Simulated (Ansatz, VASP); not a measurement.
## Ge in VASP and in Ansatz

INCAR

```
SYSTEM = Ge
PREC = Accurate
ENCUT = 520
EDIFF = 1E-8
ISMEAR = -1
SIGMA = 0.05
LREAL = .FALSE.
LASPH = .TRUE.
NELM = 80
ALGO = Normal
ISIF = 2
LWAVE = .FALSE.
LCHARG = .FALSE.
LEFG = .TRUE.
NBANDS = 13
```

KPOINTS

```
regular mesh
0
G
  13 13 13
  0 0 0
```

Contents of POSCAR:

```
Ge
1.0
    2.7120740320      0.0000000000      0.0000000000
    0.0000000000      2.7120740320      0.0000000000
    0.0000000000      0.0000000000      2.7120740320
Ge
1
Direct
    0.0000000000      0.0000000000      0.0000000000
```

Input for Ansatz:

```yaml
crystal:
  lattice:
    - [2.712074032, 0.0, 0.0]
    - [0.0, 2.712074032, 0.0]
    - [0.0, 0.0, 2.712074032]
  atoms:
    - { symbol: Ge, position: [0.0, 0.0, 0.0] }
kpoints:
  mp_grid: { grid: [13, 13, 13] }
  band_path:
    path:
      - [0.0, 0.0, 0.0]
      - [0.0, 0.5, 0.0]
      - [0.5, 0.5, 0.0]
      - [0.0, 0.0, 0.0]
      - [0.5, 0.5, 0.5]
      - [0.0, 0.5, 0.0]
      - [0.5, 0.5, 0.5]
      - [0.5, 0.5, 0.0]
    npoints: 5
scf:
  occupations: { method: fermi_dirac, width: 0.05 }
hamiltonian:
  xc: lda
  pseudopotentials: { kind: paw }
output:
  forces: true
  stress: true
  eigenvalues: true
  efg: { contact_densities: true }
  write_density: true
  write_potential: true
  elf: true
  volumetric_format: npy
```

Alike in both runs: task electric field gradients; functional LDA; k mesh 13 × 13 × 13; occupations fermi-dirac, width 0.05 eV; no spin polarisation.

|  | VASP | Ansatz |
| --- | --- | --- |
| version | VASP 6.6.1 | Ansatz 0.2.0 |
| potentials or method | VASP PAW LDA potentials, release 64 (Ge_d) | PAW with Ansatz's default frozen-core files, scalar-relativistic |
| plane-wave cutoff (eV) | 520 | 420 |
| valence electrons in the cell | 14 | 14 |

|  | VASP | Ansatz | Ansatz less VASP |
| --- | --- | --- | --- |
| pressure (GPa) | -5.0 | -5.1 | -0.09 |

LDA's correlation is that of Perdew and Zunger in VASP and of Perdew and Wang (1992) in Ansatz.
